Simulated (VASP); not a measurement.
HfB2:

```
CELL_PARAMETERS angstrom
3.14000 0.00000 0.00000
-1.57000 2.71932 0.00000
0.00000 0.00000 3.48000
ATOMIC_POSITIONS crystal
Hf 0.00000 0.00000 0.00000
B 0.66667 0.33333 0.50000
B 0.33333 0.66667 0.50000
```

```yaml
Program: VASP 6.6.1
Task: relaxation of cell and atoms
Functional: SVWN5
Potentials_or_basis: VASP PAW PBE potentials, release 64 (Hf_pv, B)
Cutoff: 600 eV
k_mesh: 10 × 10 × 8
Occupations: fermi-dirac, width 0.025 eV
Spin: collinear spin
Starting_moments: "[0.55, 0.0, 0.0] μB"
```

At the start: pressure -10.0 GPa; volume 9.90 Å³/atom.

**Question.** How do energy, volume and symmetry change on relaxing?

**Answer.** Over 10 steps the energy falls by 11.7 meV/atom and the volume is 9.53 Å³/atom (-3.8 %); space group P6/mmm (No. 191, to 0.1 Å) before and after; moment 0.01 μB per cell.

The path:
| step | energy change (eV) | largest force (eV/Å) | pressure (GPa) | volume (Å³) |
| --- | --- | --- | --- | --- |
| 1 | 0.0000 | 0.0000 | -10.02 | 29.71 |
| 2 | 0.0377 | 0.0000 | 16.15 | 27.13 |
| 3 | -0.0349 | 0.0000 | -0.48 | 28.63 |
| 4 | -0.0349 | 0.0000 | -0.03 | 28.59 |
| 5 | -0.0349 | 0.0000 | 0.19 | 28.57 |
| 6 | -0.0350 | 0.0000 | 0.20 | 28.56 |
| 7 | -0.0350 | 0.0000 | 0.20 | 28.56 |
| 8 | -0.0351 | 0.0000 | -0.23 | 28.60 |
| 9 | -0.0351 | 0.0000 | -0.17 | 28.60 |
| 10 | -0.0351 | 0.0000 | 0.00 | 28.58 |

Final structure:
```
Hf B
1.0
     3.10195    0.00000    0.00000
    -1.55097    2.68636    0.00000
     0.00000    0.00000    3.42976
Hf B
1 2
Cartesian
  0.0000 0.0000 0.0000
  1.5510 0.8955 1.7149
  0.0000 1.7909 1.7149
```

Caveat: the PAW data sets were made with another functional, which shifts forces and pressure a little.
